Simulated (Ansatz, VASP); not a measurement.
# Two plane-wave programs on WS2

```
W S
1.0
     3.07000    0.00000    0.00000
    -1.53500    2.65870    0.00000
     0.00000    0.00000   11.93208
W S
2 4
Direct
  0.33333 0.66667 0.25000
  0.66667 0.33333 0.75000
  0.33333 0.66667 0.63515
  0.66667 0.33333 0.13515
  0.33333 0.66667 0.86485
  0.66667 0.33333 0.36485
```

Alike in both runs: task single point; functional LDA; k mesh 12 × 12 × 4; occupations gaussian, width 0.05 eV; no spin polarisation.

```csv
,VASP,Ansatz
version,VASP 6.6.1,Ansatz 0.2.0
potentials or method,"VASP PAW LDA potentials, release 64 (W_sv, S), cutoff 520 eV","scalar-relativistic, plane waves, PAW"
valence electrons in the cell,52,52
```

|  | VASP | Ansatz | Ansatz less VASP |
| --- | --- | --- | --- |
| gap on the k mesh at the Fermi level (eV) | none | none | - |
| rms of the force components (eV/Å) | 2.811 | 2.788 | -0.0223 |

Ansatz warns that its potentials were made for another functional, while VASP's fit it. LDA's correlation is that of Perdew and Zunger in VASP and of Perdew and Wang (1992) in Ansatz. Atom by atom the forces differ by 0.022 eV/Å (rms over components). A gap of «none» marks a metal or a gap that the smearing closes.

Spin-orbit coupling is off throughout.
